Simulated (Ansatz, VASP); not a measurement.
**Two plane-wave programs on Hf6Al2O15**

Contents of INCAR:

```
PREC = Accurate
ENCUT = 520
EDIFF = 1E-6
ISMEAR = 0
SIGMA = 0.1
LREAL = Auto
LASPH = T
NELM = 80
ALGO = Normal
ISIF = 2
LWAVE = F
LCHARG = T
GGA = PS
LELF = T
LVHAR = T
NBANDS = 95
```

Contents of KPOINTS:

```
Automatic mesh
0
Gamma
  2 4 4
```

The input POSCAR:

```
Hf6Al2O15
1.0
   10.4389267200      0.0000000000      0.0000000000
    0.0000000000      5.0047636900      0.0000000000
    0.0000000000      0.0000000000      5.0326850500
Al Hf O
2 6 15
Direct
    0.0165030000      0.2674791800      0.2414403500
    0.2334970000      0.2674791800      0.7414403500
    0.5165030000      0.2674791800      0.2414403500
    0.7334970000      0.2674791800      0.7414403500
    0.2665030000      0.7325208200      0.2414403500
    0.7665030000      0.7325208200      0.2414403500
    0.4834970000      0.7325208200      0.7414403500
    0.9834970000      0.7325208200      0.7414403500
    0.6839362800      0.0713546000      0.3792672600
    0.0660637200      0.0713546000      0.8792672600
    0.5660637200      0.0713546000      0.8792672600
    0.3669742600      0.4601169500      0.4922923900
    0.8669742600      0.4601169500      0.4922923900
    0.3830257400      0.4601169500      0.9922923900
    0.8830257400      0.4601169500      0.9922923900
    0.1330257400      0.5398830500      0.9922923900
    0.6330257400      0.5398830500      0.9922923900
    0.1169742600      0.5398830500      0.4922923900
    0.6169742600      0.5398830500      0.4922923900
    0.4339362800      0.9286454000      0.3792672600
    0.9339362800      0.9286454000      0.3792672600
    0.3160637200      0.9286454000      0.8792672600
    0.8160637200      0.9286454000      0.8792672600
```

Input for Ansatz:

```yaml
crystal:
  lattice:
    - [10.43892672, 0.0, 0.0]
    - [0.0, 5.00476369, 0.0]
    - [0.0, 0.0, 5.03268505]
  atoms:
    - { symbol: Al, position: [0.016503, 0.26747918, 0.24144035] }
    - { symbol: Hf, position: [0.516503, 0.26747918, 0.24144035] }
    - { symbol: Al, position: [0.233497, 0.26747918, 0.74144035] }
    - { symbol: Hf, position: [0.733497, 0.26747918, 0.74144035] }
    - { symbol: Hf, position: [0.266503, 0.73252082, 0.24144035] }
    - { symbol: Hf, position: [0.766503, 0.73252082, 0.24144035] }
    - { symbol: Hf, position: [0.483497, 0.73252082, 0.74144035] }
    - { symbol: Hf, position: [0.983497, 0.73252082, 0.74144035] }
    - { symbol: O, position: [0.68393628, 0.0713546, 0.37926726] }
    - { symbol: O, position: [0.06606372, 0.0713546, 0.87926726] }
    - { symbol: O, position: [0.56606372, 0.0713546, 0.87926726] }
    - { symbol: O, position: [0.36697426, 0.46011695, 0.49229239] }
    - { symbol: O, position: [0.86697426, 0.46011695, 0.49229239] }
    - { symbol: O, position: [0.38302574, 0.46011695, 0.99229239] }
    - { symbol: O, position: [0.88302574, 0.46011695, 0.99229239] }
    - { symbol: O, position: [0.13302574, 0.53988305, 0.99229239] }
    - { symbol: O, position: [0.63302574, 0.53988305, 0.99229239] }
    - { symbol: O, position: [0.11697426, 0.53988305, 0.49229239] }
    - { symbol: O, position: [0.61697426, 0.53988305, 0.49229239] }
    - { symbol: O, position: [0.43393628, 0.9286454, 0.37926726] }
    - { symbol: O, position: [0.93393628, 0.9286454, 0.37926726] }
    - { symbol: O, position: [0.31606372, 0.9286454, 0.87926726] }
    - { symbol: O, position: [0.81606372, 0.9286454, 0.87926726] }
basis:
  ecutwfc: 420
kpoints:
  mp_grid: { grid: [2, 4, 4] }
hamiltonian:
  xc: pbesol
  pseudopotentials: { kind: paw, azcp: { folder: soft_1 } }
scf:
  occupations: { method: gaussian, width: 0.1 }
output:
  forces: true
  stress: true
  eigenvalues: true
```

Alike in both runs: task single point; functional PBEsol; k mesh 2 × 4 × 4; occupations gaussian, width 0.1 eV; no spin polarisation.

|  | VASP | Ansatz |
| --- | --- | --- |
| version | VASP 6.6.1 | Ansatz 0.2.0 |
| potentials or method | VASP PAW PBE potentials, release 64 (Al, Hf_pv, O), cutoff 520 eV | scalar-relativistic, plane waves, PAW |
| valence electrons in the cell | 156 | 252 |

VASP gave:

- gap on the k mesh at the Fermi level (eV): 1.04
- least direct gap on the mesh (eV): 1.04
- pressure (GPa): -10.6
- rms of the force components (eV/Å): 1.070

Estimate Ansatz's values.

gap on the k mesh at the Fermi level (eV): 1.05; least direct gap on the mesh (eV): 1.05; pressure (GPa): -8.3; rms of the force components (eV/Å): 1.082.

VASP's potentials were made for PBE, not for PBEsol, and Ansatz warns of the same on its side. VASP's potentials hold 156 valence electrons a cell and Ansatz's 252, so a difference there can come from the potentials and not from the codes.

Neither program's run includes spin-orbit coupling.
